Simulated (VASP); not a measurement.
# EuPt3 (Fm-3m) in VASP: single point with PBEsol

Aim: the single point of EuPt3 with PBEsol.

Program: VASP 6.6.1. These are calculated values, not measurements. Logs are shortened: lines on timing, memory, paths and dates and some standing lists are left out, and cuts for length are marked.

## Step 1: The cell of the first run

It takes space group Fm-3m (No. 225, cubic). Conventional cell: a = 6.878 Å, b = 6.878 Å, c = 6.878 Å, α = 90.00°, β = 90.00°, γ = 90.00°. Eu (site symmetry m-3m) has 14 Pt at 2.98 to 3.44 Å within 3.9 Å. Pt (site symmetry m-3m) has 8 Pt at 2.98 Å and 6 Eu at 3.44 Å within 3.9 Å. Within 3.9 Å of Pt (site symmetry -43m) lie 4 Eu at 2.98 Å and 10 Pt at 2.98 to 3.44 Å.

## Step 2: Single point, PBEsol, collinear spin, ferromagnetic start

The input, INCAR:

```
PREC = Accurate
ENCUT = 520
EDIFF = 1E-7
ISMEAR = 0
SIGMA = 0.05
LREAL = F
LASPH = T
NELM = 150
ALGO = Normal
ISIF = 2
LWAVE = F
LCHARG = F
ISPIN = 2
MAGMOM = 7 0 0 0
LORBIT = 11
LMAXMIX = 6
GGA = PS
NBANDS = 36
```

The input, KPOINTS:

```
regular mesh
0
Gamma
  8 8 8
```

The input, POSCAR:

```
EuPt3
1.0
    0.0000000000      3.4389409936      3.4389409936
    3.4389409936      0.0000000000      3.4389409936
    3.4389409936      3.4389409936      0.0000000000
Eu Pt
1 3
Direct
    0.0000000000      0.0000000000      0.0000000000
    0.5000000000      0.5000000000      0.5000000000
    0.2500000000      0.2500000000      0.2500000000
    0.7500000000      0.7500000000      0.7500000000
```

Potentials or basis: VASP PAW PBE potentials, release 64 (Eu, Pt).

On the command line:

```bash
$ cat potpaw_PBE.64/Eu/POTCAR potpaw_PBE.64/Pt/POTCAR > POTCAR
$ mpirun -np 1 vasp_std > vasp.out
```

OUTCAR:

```text
PREC = Accurate
   ENCUT = 520
   EDIFF = 1E-7
   ISMEAR = 0
   LREAL = F
   LASPH = T
   NELM = 150
   ISIF = 2
   ISPIN = 2
   LORBIT = 11
   GGA = PS

 ion  position               nearest neighbor table
   1  0.000  0.000  0.000-   3 2.98   4 2.98   4 2.98   4 2.98   4 2.98   3 2.98   3 2.98   3 2.98
                             2 3.44   2 3.44   2 3.44   2 3.44   2 3.44   2 3.44
   2  0.500  0.500  0.500-   3 2.98   4 2.98   3 2.98   3 2.98   3 2.98   4 2.98   4 2.98   4 2.98
                             1 3.44   1 3.44   1 3.44   1 3.44   1 3.44   1 3.44
   3  0.250  0.250  0.250-   1 2.98   2 2.98   1 2.98   1 2.98   1 2.98   2 2.98   2 2.98   2 2.98
                             4 3.44   4 3.44   4 3.44   4 3.44   4 3.44   4 3.44
   4  0.750  0.750  0.750-   1 2.98   2 2.98   2 2.98   2 2.98   2 2.98   1 2.98   1 2.98   1 2.98
                             3 3.44   3 3.44   3 3.44   3 3.44   3 3.44   3 3.44

  LATTYP: Found a face centered cubic cell.
 ALAT       =     6.8778819872

  Lattice vectors:

 A1 = (   0.0000000000,   3.4389409936,   3.4389409936)
 A2 = (   3.4389409936,   0.0000000000,   3.4389409936)
 A3 = (   3.4389409936,   3.4389409936,   0.0000000000)

Analysis of symmetry for initial positions (statically):
=====================================================================
 Subroutine PRICEL returns:
 Original cell was already a primitive cell.

 Routine SETGRP: Setting up the symmetry group for a
 face centered cubic supercell.

 Subroutine GETGRP returns: Found 48 space group operations
 (whereof 48 operations were pure point group operations)
 out of a pool of 48 trial point group operations.

The static configuration has the point symmetry O_h .

Analysis of symmetry for dynamics (positions and initial velocities):
=====================================================================
 Subroutine PRICEL returns:
 Original cell was already a primitive cell.

 Routine SETGRP: Setting up the symmetry group for a
 face centered cubic supercell.

 Subroutine GETGRP returns: Found 48 space group operations
 (whereof 48 operations were pure point group operations)
 out of a pool of 48 trial point group operations.

The dynamic configuration has the point symmetry O_h .

Analysis of structural, dynamic, and magnetic symmetry:
=====================================================================
 Subroutine PRICEL returns:
 Original cell was already a primitive cell.

[... 140 lines left out ...]
   LEPSILON=     F    determine dielectric tensor
   LRPA    =     F    only Hartree local field effects (RPA)
 spin polarized calculation
 Gauss-broadening in eV      SIGMA  =   0.05
  energy-cutoff  :      520.00
  volume of cell :       81.34
 maximum number of plane-waves:      2209
   NGX = 19   NGY = 19   NGZ = 19

 number of electron      46.9999993 magnetization       6.5332703

 Free energy of the ion-electron system (eV)
  ---------------------------------------------------
  ext. energy  EPLUGINS =         0.00000000
  ---------------------------------------------------
  free energy    TOTEN  =       -33.55057365 eV

  energy without entropy =      -33.54037409  energy(sigma->0) =      -33.54547387

 E-fermi :   6.1755     XC(G=0): -12.0219

 val. band max:        6.1725740960   @ k =   0.5000   0.1250   0.0000
 cond. band min:       6.1771426851   @ k =   0.5000   0.3750   0.1250
 fundamental gap:      0.0045685891
 Fermi energy:         6.1754842958

 spin component 1

 k-point     1 :       0.0000    0.0000    0.0000
  band No.  band energies     occupation
      1     -34.5740      1.00000
      2     -13.2663      1.00000
      3     -13.2663      1.00000
      4     -13.2663      1.00000
      5      -0.9057      1.00000
      6       1.9927      1.00000
[... 901 lines left out ...]
     34      12.3737      0.00000
     35      12.5297      0.00000

 [... further k-points ...]

 spin component 2

 k-point     1 :       0.0000    0.0000    0.0000
  band No.  band energies     occupation
      1     -31.6644      1.00000
      2     -11.1869      1.00000
      3     -11.1869      1.00000
      4     -11.1869      1.00000
      5      -0.7599      1.00000
      6       2.0430      1.00000
[... 901 lines left out ...]
     34      13.0511      0.00000
     35      13.1039      0.00000

 [... further k-points ...]

 [bands above 35 left out]

------------------------ aborting loop because EDIFF is reached ----------------------------------------

  FORCE on cell =-STRESS in cart. coord.  units (eV):
  Direction    XX          YY          ZZ          XY          YZ          ZX
  --------------------------------------------------------------------------------------
  -------------------------------------------------------------------------------------
  Total       -7.8337951     -7.8337951     -7.8337951     -0.0000000      0.0000000     -0.0000000
  in kB     -154.3045115   -154.3045115   -154.3045115     -0.0000000      0.0000000     -0.0000000
  external PRESSURE =    -154.3045115 kB  Pullay stress =       0.0000000 kB

 VOLUME and BASIS-vectors are now :
 -----------------------------------------------------------------------------
  energy-cutoff  :      520.00
  volume of cell :       81.34
      direct lattice vectors                 reciprocal lattice vectors
     0.000000000  3.438940994  3.438940994    -0.145393597  0.145393597  0.145393597
     3.438940994  0.000000000  3.438940994     0.145393597 -0.145393597  0.145393597
     3.438940994  3.438940994  0.000000000     0.145393597  0.145393597 -0.145393597

 POSITION                                       TOTAL-FORCE (eV/Angst)
 -----------------------------------------------------------------------------------
      0.00000      0.00000      0.00000        -0.000000     -0.000000     -0.000000
      3.43894      3.43894      3.43894        -0.000000     -0.000000     -0.000000
      1.71947      1.71947      1.71947        -0.000000     -0.000000      0.000000
      5.15841      5.15841      5.15841         0.000000      0.000000      0.000000
 -----------------------------------------------------------------------------------
    total drift:                               -0.000000      0.000000      0.000000

  FREE ENERGIE OF THE ION-ELECTRON SYSTEM (eV)
  ---------------------------------------------------
  free  energy   TOTEN  =       -33.5505736451 eV

  energy  without entropy=      -33.5403740851  energy(sigma->0) =      -33.54547387

 total charge

# of ion       s       p       d       f       tot
--------------------------------------------------
    1        2.062   5.704   0.482   6.409  14.657
    2        0.572   0.332   8.028   0.000   8.932
    3        0.611   0.293   8.147   0.000   9.050
    4        0.611   0.293   8.147   0.000   9.050
--------------------------------------------------
tot          3.855   6.622  24.804   6.409  41.689

 magnetization (x)

# of ion       s       p       d       f       tot
--------------------------------------------------
    1       -0.004  -0.085   0.090   6.324   6.324
    2        0.006   0.006  -0.014   0.000  -0.002
    3        0.012   0.018  -0.078   0.000  -0.047
    4        0.012   0.018  -0.078   0.000  -0.047
--------------------------------------------------
tot          0.027  -0.044  -0.080   6.324   6.228
```

OSZICAR:

```text
N       E                     dE             d eps       ncg     rms          rms(c)
DAV:   1     0.297673493648E+03    0.29767E+03   -0.19854E+04  6296   0.537E+03
DAV:   2     0.663382108972E+01   -0.29104E+03   -0.25743E+03  6680   0.637E+02
DAV:   3    -0.296014307183E+02   -0.36235E+02   -0.33902E+02  6324   0.127E+02
[... 16 lines left out ...]
DAV:  20    -0.335505785144E+02    0.15717E-03   -0.22321E-04  7264   0.405E-01    0.998E-02
DAV:  21    -0.335505812892E+02   -0.27748E-05   -0.16468E-05  7192   0.395E-02    0.110E-01
DAV:  22    -0.335505734398E+02    0.78494E-05   -0.11308E-05  6852   0.887E-02    0.466E-02
DAV:  23    -0.335505739082E+02   -0.46839E-06   -0.13126E-06  7136   0.138E-02    0.250E-02
DAV:  24    -0.335505737014E+02    0.20675E-06   -0.17439E-07  3560   0.128E-02    0.790E-03
DAV:  25    -0.335505736451E+02    0.56309E-07   -0.12180E-07  3060   0.714E-03
   1 F= -.33550574E+02 E0= -.33545474E+02  d E =-.101996E-01  mag=     6.5334
```

It took 3.7 min on 1 thread of Intel Xeon 6975P-C (Granite Rapids), shared host; peak memory 0.34 GiB.

What came out:

```
Free energy                                           : -33.5506 eV
Pressure                                              : -15.4 GPa
Net moment                                            : 6.53 μB per cell
Site moments                                          : Eu +6.32; Pt -0.00, -0.05 μB
Valence electrons inside the program's atomic spheres : Eu 14.66; Pt 8.93, 9.05
```

Caveat: the PAW data sets were made with another functional, which shifts forces and pressure a little; spin-orbit coupling is left out, which moves the levels of the heavy elements; without U or exact exchange the open f shell lies at the Fermi level, which spoils levels, moments and volumes.
